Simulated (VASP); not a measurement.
Runs of VASP 6.6.1 on Sr. The structure is that of space group Im-3m (No. 229), or close to it. The cells are those of the table. 

```csv
level,cell,k mesh,grid for exact exchange (PRECFOCK),screening parameter,gap on the mesh (eV),pressure (GPa)
PBE,"a = 4.130 Å, angles 109.5°, 1 atom",5 × 5 × 5,-,-,none,0.0
PBE,"a = 4.017 Å, angles 109.5°, 1 atom",15 × 15 × 15,-,-,none,(b)
PBE,"a = 4.289 Å, angles 109.5°, 1 atom",15 × 15 × 15,-,-,none,-1.1
PBE,"a = 4.074 Å, angles 109.5°, 1 atom",15 × 15 × 15,-,-,none,(a)
HSE06,"a = 4.130 Å, angles 109.5°, 1 atom",5 × 5 × 5,Normal,0.2079 1/Å,none,(c)
PBE,"a = 4.185 Å, angles 109.5°, 1 atom",15 × 15 × 15,-,-,none,-0.4
PBE,"a = 4.238 Å, angles 109.5°, 1 atom",15 × 15 × 15,-,-,none,-0.7
PBE,"a = 3.958 Å, angles 109.5°, 1 atom",15 × 15 × 15,-,-,none,1.8
```

Alike in all rows: task single point; potentials or basis VASP PAW PBE potentials, release 64 (Sr_sv); no spin polarisation; cutoff (eV) 520; smearing fermi-dirac 0.1 eV.

Question: Fill in the values left out.

Answer: (a) 0.5; (b) 1.1; (c) 0.7.

Caveats: some runs use coarse meshes; the PAW data sets were made with another functional, which shifts forces and pressure a little (some runs).

A k mesh can miss the band edges, and the runs leave out spin-orbit coupling on Sr.

A gap of «none» marks levels without a gap at the run's occupations.
